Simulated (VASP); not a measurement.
# NaCl (Fm-3m) in VASP: single point with HSE06

Aim: the single point of NaCl with HSE06.

Program: VASP 6.6.1. These are calculated values, not measurements. Logs are shortened: lines on timing, memory, paths and dates and some standing lists are left out, and cuts for length are marked.

### 1 The cell of the first run

It takes space group Fm-3m (No. 225, cubic). The conventional cell has a = 5.605 Å, b = 5.605 Å, c = 5.605 Å, α = 90.00°, β = 90.00°, γ = 90.00°. Na (site symmetry m-3m) has 6 Cl at 2.80 Å within 3.7 Å. Within 3.7 Å of Cl (site symmetry m-3m) lie 6 Na at 2.80 Å.

### 2 Single point, HSE06

The input, POSCAR:

```
NaCl
1.0
    0.0000000000      2.8026988254      2.8026988254
    2.8026988254      0.0000000000      2.8026988254
    2.8026988254      2.8026988254      0.0000000000
Na Cl
1 1
Direct
    0.0000000000      0.0000000000      0.0000000000
    0.5000000000      0.5000000000      0.5000000000
```

The input, INCAR.step1:

```
SYSTEM = NaCl
PREC = Accurate
ENCUT = 520
EDIFF = 1E-5
ISMEAR = 0
SIGMA = 0.01
LREAL = .False.
LASPH = .True.
NELM = 60
ALGO = Normal
ISIF = 2
LWAVE = .True.
LCHARG = .False.
GGA = PE
NBANDS = 14
```

The input, INCAR.step2:

```
SYSTEM = NaCl
PREC = Accurate
ENCUT = 520
EDIFF = 1E-6
ISMEAR = 0
SIGMA = 0.01
LREAL = .False.
LASPH = .True.
NELM = 60
ALGO = Normal
ISIF = 2
LWAVE = .False.
LCHARG = .False.
GGA = PE
LHFCALC = .True.
HFSCREEN = 0.2079
PRECFOCK = Normal
ISTART = 1
NBANDS = 14
```

The input, KPOINTS:

```
regular mesh
0
Gamma
  6 6 6
  0 0 0
```

Potentials or basis: VASP PAW PBE potentials, release 64 (Na_pv, Cl).

The run is started by

```
$ cat potpaw_PBE.64/Na_pv/POTCAR potpaw_PBE.64/Cl/POTCAR > POTCAR
$ cp INCAR.step1 INCAR
$ mpirun -np 1 vasp_std > vasp.out
$ cp INCAR.step2 INCAR
$ mpirun -np 1 vasp_std > vasp.out
```

OUTCAR:

```text
SYSTEM = NaCl
   PREC = Accurate
   ENCUT = 520
   EDIFF = 1E-6
   ISMEAR = 0
   LREAL = .False.
   LASPH = .True.
   NELM = 60
   ISIF = 2
   GGA = PE
   LHFCALC = .True.
   HFSCREEN = 0.2079
   PRECFOCK = Normal
   ISTART = 1

 ion  position               nearest neighbor table
   1  0.000  0.000  0.000-
   2  0.500  0.500  0.500-

  LATTYP: Found a face centered cubic cell.
 ALAT       =     5.6053976508

  Lattice vectors:

 A1 = (   0.0000000000,   2.8026988254,   2.8026988254)
 A2 = (   2.8026988254,   0.0000000000,   2.8026988254)
 A3 = (   2.8026988254,   2.8026988254,   0.0000000000)

Analysis of symmetry for initial positions (statically):
=====================================================================
 Subroutine PRICEL returns:
 Original cell was already a primitive cell.

 Routine SETGRP: Setting up the symmetry group for a
 face centered cubic supercell.

 Subroutine GETGRP returns: Found 48 space group operations
 (whereof 48 operations were pure point group operations)
 out of a pool of 48 trial point group operations.

The static configuration has the point symmetry O_h .

Analysis of symmetry for dynamics (positions and initial velocities):
=====================================================================
 Subroutine PRICEL returns:
 Original cell was already a primitive cell.

 Routine SETGRP: Setting up the symmetry group for a
 face centered cubic supercell.

 Subroutine GETGRP returns: Found 48 space group operations
 (whereof 48 operations were pure point group operations)
 out of a pool of 48 trial point group operations.

The dynamic configuration has the point symmetry O_h .

 Subroutine INISYM returns: Found 48 space group operations
 (whereof 48 operations are pure point group operations),
 and found     1 'primitive' translations

----------------------------------------------------------------------------------------

                                     Primitive cell

  volume of cell :      44.0311

  direct lattice vectors                    reciprocal lattice vectors
     0.000000000  2.802698825  2.802698825    -0.178399475  0.178399475  0.178399475
     2.802698825  0.000000000  2.802698825     0.178399475 -0.178399475  0.178399475
     2.802698825  2.802698825  0.000000000     0.178399475  0.178399475 -0.178399475

  length of vectors
[... 90 lines left out ...]
   IALGO  =     38    algorithm
   IMIX   =      1    mixing-type and parameters
     AMIX     =   0.40;   BMIX     =  1.00
     AMIX_MAG =   1.60;   BMIX_MAG =  1.00
  volume/ion in A,a.u.               =      22.02       148.57
  Fermi-wavevector in a.u.,A,eV,Ry     =   1.117372  2.111527 16.987145  1.248520
  Thomas-Fermi vector in A             =   2.253994
   LORBIT       =      0    0 simple, 1 ext, 2 COOP (PROOUT), +10 PAW based schemes
   GGA     = PE    functional components
   LHFCALC =     T    Hartree Fock is set to
   PRECFOCK=normal    Normal, Fast or Accurate (Low or Medium for compatibility)
   ENCUT4O =  -1.0   cutoff for four orbital integrals eV
   NKREDX  =     1    reduce k-point grid by
   NKREDY  =     1    reduce k-point grid by
   NKREDZ  =     1    reduce k-point grid by
   AEXX    =    0.2500 exact exchange contribution
   HFSCREEN=    0.2079 screening length (either q_TF or 0.3 A-1)
   HFSCREENC=   0.2079 screening length for correlation (either q_TF or 0.3 A-1)
   ENCUTFOCK=  -1.0 apply spherical cutoff to Coloumb kernel
   IVDW    =     0    specifies the selected vdW correction
   LEPSILON=     F    determine dielectric tensor
   LRPA    =     F    only Hartree local field effects (RPA)
 non-spin polarized calculation
 Gauss-broadening in eV      SIGMA  =   0.01
  energy-cutoff  :      520.00
  volume of cell :       44.03
 maximum number of plane-waves:      1243
 NGX is ok and might be reduce to    30
  NGX = 24; NGY = 24; NGZ = 24

 number of electron      14.0000003 magnetization

 Free energy of the ion-electron system (eV)
  ---------------------------------------------------
  ext. energy  EPLUGINS =         0.00000000
  ---------------------------------------------------
  free energy    TOTEN  =        -7.87556421 eV

  energy without entropy =       -7.87556421  energy(sigma->0) =       -7.87556421

 E-fermi :  -1.5559     XC(G=0):  -6.8610

 val. band max:       -1.6181794709   @ k =   0.0000   0.0000   0.0000
 cond. band min:       4.9321382351   @ k =   0.0000   0.0000   0.0000
 fundamental gap:      6.5503177060
 Fermi energy:        -1.5559421177

 k-point     1 :       0.0000    0.0000    0.0000
  band No.  band energies     occupation
      1     -24.4645      2.00000
      2     -24.4645      2.00000
      3     -24.4645      2.00000
      4     -15.5137      2.00000
      5      -1.6182      2.00000
      6      -1.6182      2.00000
      7      -1.6182      2.00000
      8       4.9321      0.00000
      9      11.0226      0.00000
     10      11.0226      0.00000
     11      11.0226      0.00000
     12      13.3739      0.00000
     13      13.3739      0.00000
     14      14.7274      0.00000
[... 241 lines left out ...]
      1     -24.4817      2.00000
      2     -24.4757      2.00000
      3     -24.4741      2.00000
      4     -15.0588      2.00000
      5      -3.2001      2.00000
      6      -2.6229      2.00000
      7      -2.4008      2.00000
      8       8.3290      0.00000
      9       8.6780      0.00000
     10      10.4838      0.00000
     11      12.1668      0.00000
     12      15.4480      0.00000
     13      16.5637      0.00000
     14      16.6011      0.00000

------------------------ aborting loop because EDIFF is reached ----------------------------------------

  FORCE on cell =-STRESS in cart. coord.  units (eV):
  Direction    XX          YY          ZZ          XY          YZ          ZX
  --------------------------------------------------------------------------------------
  -------------------------------------------------------------------------------------
  Total        0.1920239      0.1920239      0.1920239     -0.0000000      0.0000000      0.0000000
  in kB        6.9872562      6.9872562      6.9872562     -0.0000000      0.0000000      0.0000000
  external PRESSURE =       6.9872562 kB  Pullay stress =       0.0000000 kB

 VOLUME and BASIS-vectors are now :
 -----------------------------------------------------------------------------
  energy-cutoff  :      520.00
  volume of cell :       44.03
      direct lattice vectors                 reciprocal lattice vectors
     0.000000000  2.802698825  2.802698825    -0.178399475  0.178399475  0.178399475
     2.802698825  0.000000000  2.802698825     0.178399475 -0.178399475  0.178399475
     2.802698825  2.802698825  0.000000000     0.178399475  0.178399475 -0.178399475

 POSITION                                       TOTAL-FORCE (eV/Angst)
 -----------------------------------------------------------------------------------
      0.00000      0.00000      0.00000         0.000000      0.000000      0.000000
      2.80270      2.80270      2.80270        -0.000000      0.000000     -0.000000
 -----------------------------------------------------------------------------------
    total drift:                               -0.000007     -0.000009     -0.000009

  FREE ENERGIE OF THE ION-ELECTRON SYSTEM (eV)
  ---------------------------------------------------
  free  energy   TOTEN  =        -7.8755642121 eV

  energy  without entropy=       -7.8755642121  energy(sigma->0) =       -7.87556421
```

Wall time 25 min (1 thread of Intel Xeon 8259CL, shared host); peak memory 0.28 GiB.

What came out:

| Property | Result |
| --- | --- |
| Free energy | -7.8756 eV |
| Pressure | 0.7 GPa |
| Band gap on the k mesh | 6.55 eV |

Levels at points of the mesh, in eV from the valence-band top:
```csv
k point,band 4,band 5,band 6,band 7,band 8,band 9,band 10,band 11
"(0.00, 0.00, 0.00)",-13.90,0.00,0.00,0.00,6.55,12.64,12.64,12.64
"(0.50, 0.00, 0.00)",-13.51,-2.10,-0.29,-0.29,8.66,12.40,12.55,12.55
"(0.50, 0.50, 0.00)",-13.45,-1.83,-0.66,-0.66,9.05,9.40,13.03,16.65
```

Caveat: the PAW data sets were made with another functional, which shifts forces and pressure a little.
